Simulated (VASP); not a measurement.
# SiW6 in VASP: notebook, part 2 of 2

VASP 6.6.1. The steps go on from the part before.

## Step 3: Single point, PBE+D3(BJ)

INCAR reads:

```
PREC = Accurate
ENCUT = 520
EDIFF = 1E-6
ISMEAR = 0
SIGMA = 0.1
LREAL = False
LASPH = True
NELM = 60
ALGO = Normal
ISIF = 2
LWAVE = False
LCHARG = False
LDIPOL = True
IDIPOL = 3
DIPOL = 0.5 0.5 0.322
GGA = PE
IVDW = 12
NBANDS = 53
```

KPOINTS reads:

```
regular mesh
0
Gamma
  6 6 1
```

POSCAR reads:

```
SiW6
1.0
    4.4682526324      0.0000000000      0.0000000000
   -2.2341263162      3.8696202902      0.0000000000
    0.0000000000      0.0000000000     21.7259061349
W Si
6 1
Direct
    0.6666666667      0.3333333333      0.1841119986
    0.3333333333      0.6666666667      0.2260931360
    0.0000000000      0.0000000000      0.2680742733
    0.6666666667      0.3333333333      0.3070897866
    0.3333333333      0.6666666667      0.3466976876
    0.0000000000      0.0000000000      0.3832248047
    0.3333333333      0.6666666667      0.5397200035
```

Potentials or basis: VASP PAW PBE potentials, release 64 (W_sv, Si).

Launch:

```bash
> cat potpaw_PBE.64/W_sv/POTCAR potpaw_PBE.64/Si/POTCAR > POTCAR
> mpirun -np 1 vasp_std > vasp.out
```

OUTCAR:

```text
PREC = Accurate
   ENCUT = 520
   EDIFF = 1E-6
   ISMEAR = 0
   LREAL = False
   LASPH = True
   NELM = 60
   ISIF = 2
   GGA = PE
   IVDW = 12
 IVDW          = 12

 ion  position               nearest neighbor table
   1  0.667  0.333  0.184-   4 2.67   2 2.74   2 2.74   2 2.74   3 3.16   3 3.16   3 3.16
   2  0.333  0.667  0.226-   5 2.62   3 2.74   3 2.74   3 2.74   1 2.74   1 2.74   1 2.74   4 3.12
                             4 3.12   4 3.12
   3  0.000  0.000  0.268-   6 2.50   4 2.72   4 2.72   4 2.72   2 2.74   2 2.74   2 2.74   5 3.09
                             5 3.09   5 3.09   1 3.16   1 3.16   1 3.16
   4  0.667  0.333  0.307-   1 2.67   3 2.72   3 2.72   3 2.72   5 2.72   5 2.72   5 2.72   6 3.06
                             6 3.06   6 3.06   2 3.12   2 3.12   2 3.12
   5  0.333  0.667  0.347-   2 2.62   6 2.70   6 2.70   6 2.70   4 2.72   4 2.72   4 2.72   3 3.09
                             3 3.09   3 3.09
   6  0.000  0.000  0.383-   3 2.50   5 2.70   5 2.70   5 2.70   4 3.06   4 3.06   4 3.06
   7  0.333  0.667  0.540-

  LATTYP: Found a hexagonal cell.
 ALAT       =     4.4682526324
 C/A-ratio  =     4.8622824004

  Lattice vectors:

 A1 = (   4.4682526324,   0.0000000000,   0.0000000000)
 A2 = (  -2.2341263162,   3.8696202902,   0.0000000000)
 A3 = (   0.0000000000,   0.0000000000,  21.7259061349)

Analysis of symmetry for initial positions (statically):
=====================================================================
 Subroutine PRICEL returns:
 Original cell was already a primitive cell.

 Routine SETGRP: Setting up the symmetry group for a
 hexagonal supercell.

 Subroutine GETGRP returns: Found  6 space group operations
 (whereof  6 operations were pure point group operations)
 out of a pool of 24 trial point group operations.

The static configuration has the point symmetry C_3v.

Analysis of symmetry for dynamics (positions and initial velocities):
=====================================================================
 Subroutine PRICEL returns:
 Original cell was already a primitive cell.

[... 131 lines left out ...]
 Gauss-broadening in eV      SIGMA  =   0.10
  energy-cutoff  :      520.00
  volume of cell :      375.65
 maximum number of plane-waves:     10145
 NGX is ok and might be reduce to    36
   NGX = 17   NGY = 17   NGZ = 81

 dipolmoment           0.000000      0.000000     -0.003075 electrons x Angstroem

 number of electron      88.0000002 magnetization

 dipolmoment           0.000000      0.000000      0.048325 electrons x Angstroem

 Free energy of the ion-electron system (eV)
  ---------------------------------------------------
  ext. energy  EPLUGINS =         0.00000000
  ---------------------------------------------------
  free energy    TOTEN  =       -71.79318003 eV

  energy without entropy =      -71.74293351  energy(sigma->0) =      -71.76805677

 E-fermi :   0.3234     XC(G=0):  -5.4611

 val. band max:        0.3139689198   @ k =   0.3333   0.1667   0.0000
 cond. band min:       0.3669762214   @ k =   0.1667   0.1667   0.0000
 fundamental gap:      0.0530073016
 Fermi energy:         0.3234245853

 k-point     1 :       0.0000    0.0000    0.0000
  band No.  band energies     occupation
      1     -73.6781      2.00000
      2     -73.5538      2.00000
      3     -73.5255      2.00000
      4     -73.4948      2.00000
      5     -73.3953      2.00000
      6     -73.3279      2.00000
[... 381 lines left out ...]
     52       1.7644      0.00000
     53       1.8792      0.00000

------------------------ aborting loop because EDIFF is reached ----------------------------------------

 vacuum level on the upper side and lower side of the slab       (xc-potential included)         0.022        -0.414

 Edisp (eV)   -2.86726

 E8    (eV) :    -1.5059

  FORCE on cell =-STRESS in cart. coord.  units (eV):
  Direction    XX          YY          ZZ          XY          YZ          ZX
  --------------------------------------------------------------------------------------
  -------------------------------------------------------------------------------------
  Total      -1.10048    -1.10048    -1.48481     0.00000     0.00000     0.00000
  in kB      -4.69365    -4.69365    -6.33284     0.00000     0.00000     0.00000
  external pressure =       -5.24 kB  Pullay stress =        0.00 kB

 VOLUME and BASIS-vectors are now :
 -----------------------------------------------------------------------------
  energy-cutoff  :      520.00
  volume of cell :      375.65
      direct lattice vectors                 reciprocal lattice vectors
     4.468252632  0.000000000  0.000000000     0.223801133  0.129211644  0.000000000
    -2.234126316  3.869620290  0.000000000     0.000000000  0.258423288  0.000000000
     0.000000000  0.000000000 21.725906135     0.000000000  0.000000000  0.046028000

 POSITION                                       TOTAL-FORCE (eV/Angst)
 -----------------------------------------------------------------------------------
      2.23413      1.28987      4.00000        -0.000000      0.000000      2.090726
     -0.00000      2.57975      4.91208         0.000000     -0.000000     -0.997703
      0.00000      0.00000      5.82416         0.000000      0.000000     -1.729509
      2.23413      1.28987      6.67180        -0.000000     -0.000000     -2.607604
     -0.00000      2.57975      7.53232        -0.000000     -0.000000      0.217719
      0.00000      0.00000      8.32591         0.000000      0.000000      4.265180
     -0.00000      2.57975     11.72591         0.000000      0.000000     -1.238810
 -----------------------------------------------------------------------------------
    total drift:                                0.000000     -0.000000      0.000346

  FREE ENERGIE OF THE ION-ELECTRON SYSTEM (eV)
  ---------------------------------------------------
  free  energy   TOTEN  =       -74.6604432586 eV

  energy  without entropy=      -74.6101967391  energy(sigma->0) =      -74.63532000

 vacuum level on the upper side and lower side of the slab         4.583         4.127
```

OSZICAR:

```text
N       E                     dE             d eps       ncg     rms          rms(c)
DAV:   1     0.992681818600E+03    0.99268E+03   -0.53547E+04   926   0.151E+03
DAV:   2    -0.269701819469E+02   -0.10197E+04   -0.10009E+04   849   0.452E+02
DAV:   3    -0.756950956099E+02   -0.48725E+02   -0.47467E+02   917   0.950E+01
[... 25 lines left out ...]
DAV:  29    -0.717931720200E+02   -0.76504E-05   -0.27246E-06   548   0.347E-03    0.165E-03
DAV:  30    -0.717931761550E+02   -0.41351E-05   -0.77334E-07   514   0.239E-03    0.115E-03
DAV:  31    -0.717931773996E+02   -0.12446E-05   -0.14484E-07   501   0.144E-03    0.869E-04
DAV:  32    -0.717931794425E+02   -0.20429E-05   -0.32468E-07   522   0.123E-03    0.742E-04
DAV:  33    -0.717931800250E+02   -0.58255E-06   -0.89099E-08   503   0.105E-03
   1 F= -.74660443E+02 E0= -.74635320E+02  d E =-.502465E-01
```

Wall time 3 min (1 thread of Intel Xeon 6975P-C (Granite Rapids), shared host); peak memory 0.5 GiB.

What came out:

```yaml
Free_energy: -74.6604 eV
Largest_force: 4.265 eV/Å
Band_gap_on_the_k_mesh: zero (band 44 reaches 0.37 eV, above the bottom of band 45 at 0.07 eV)
Dispersion_energy_per_atom: -0.410 eV
```

Forces in eV/Å, atoms in the order of the input:
```
W    0.000  0.000  2.091
W    0.000  0.000 -0.998
W    0.000  0.000 -1.730
W    0.000  0.000 -2.608
W    0.000  0.000  0.218
W    0.000  0.000  4.265
Si   0.000  0.000 -1.239
```

Caveat: spin-orbit coupling is left out, which moves the levels of the heavy elements.

## Step 4: Single point, PBE+D3(BJ)

INCAR reads:

```
ALGO = Normal
DIPOL = 0.5 0.5 0.322
EDIFF = 1E-6
ENCUT = 520
GGA = PE
IDIPOL = 3
ISIF = 2
ISMEAR = 0
IVDW = 12
LASPH = T
LCHARG = F
LDIPOL = T
LREAL = F
LWAVE = F
NBANDS = 53
NELM = 80
PREC = Accurate
SIGMA = 0.1
```

KPOINTS reads:

```
k-points
0
Gamma
  6 6 1
```

Changes to POSCAR since step 3:

```diff
@@ -14,2 +14,2 @@
     0.0000000000      0.0000000000      0.3832248047
-    0.3333333333      0.6666666667      0.5397200035
+    0.6666666667      0.3333333333      0.5397200035
```

Launch:

```bash
> cat potpaw_PBE.64/W_sv/POTCAR potpaw_PBE.64/Si/POTCAR > POTCAR
> mpirun -np 1 vasp_std > vasp.out
```

Run time: 3.4 min. Hardware: 1 thread of Intel Xeon 6975P-C (Granite Rapids), shared host; peak memory 0.5 GiB.

Results (log left out):

```yaml
Free_energy: -74.4626 eV
Largest_force: 4.191 eV/Å
Band_gap_on_the_k_mesh: zero (band 44 reaches 0.35 eV, above the bottom of band 45 at 0.34 eV)
Dispersion_energy_per_atom: -0.410 eV
```

Forces in eV/Å, atoms in the order of the input:
```
W    0.000  0.000  1.998
W    0.000  0.000 -0.787
W    0.000  0.000 -1.861
W    0.000  0.000 -2.457
W    0.000  0.000 -0.059
W    0.000  0.000  4.191
Si   0.000  0.000 -1.025
```

Levels at points of the mesh, in eV from the Fermi level:
```tsv
k point	band 41	band 42	band 43	band 44	band 45	band 46	band 47	band 48
(0.00, 0.00, 0.00)	-1.07	-1.07	-0.97	-0.46	0.54	1.46	1.46	1.64
(0.50, 0.00, 0.00)	-0.98	-0.65	-0.29	-0.03	0.19	0.31	0.71	0.87
```

Caveat: spin-orbit coupling is left out, which moves the levels of the heavy elements.
